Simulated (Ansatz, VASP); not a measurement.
MoSe: VASP beside Ansatz

```
Mo Se
1.0
     0.00000    2.54904    2.54904
     2.54904    0.00000    2.54904
     2.54904    2.54904    0.00000
Mo Se
1 1
Direct
  0.00000 0.00000 0.00000
  0.50000 0.50000 0.50000
```

Alike in both runs: task relaxation of cell and atoms; functional PBEsol; k mesh 14 × 14 × 14; occupations gaussian, width 0.1 eV; no spin polarisation.

|  | VASP | Ansatz |
| --- | --- | --- |
| version | VASP 6.6.1 | Ansatz 0.2.0 |
| potentials or method | VASP PAW PBE potentials, release 64 (Mo_sv, Se), cutoff 600 eV | scalar-relativistic, plane waves, PAW |
| valence electrons in the cell | 20 | 30 |

Ansatz gave:

- gap on the k mesh at the Fermi level, each at its own relaxed structure (eV): none
- relaxed volume (Å³/atom): 17.07
- relaxed length of the cell vector where the two differ most in proportion (Å): 3.641

Task: What did VASP give for the same quantities?

Result: gap on the k mesh at the Fermi level, each at its own relaxed structure (eV): none; relaxed volume (Å³/atom): 17.11; relaxed length of the cell vector where the two differ most in proportion (Å): 3.644.

VASP's potentials were made for PBE, not for PBEsol. A gap of «none» marks a metal or a gap that the smearing closes. VASP's potentials hold 20 valence electrons a cell and Ansatz's 30, so a difference there can come from the potentials and not from the codes.
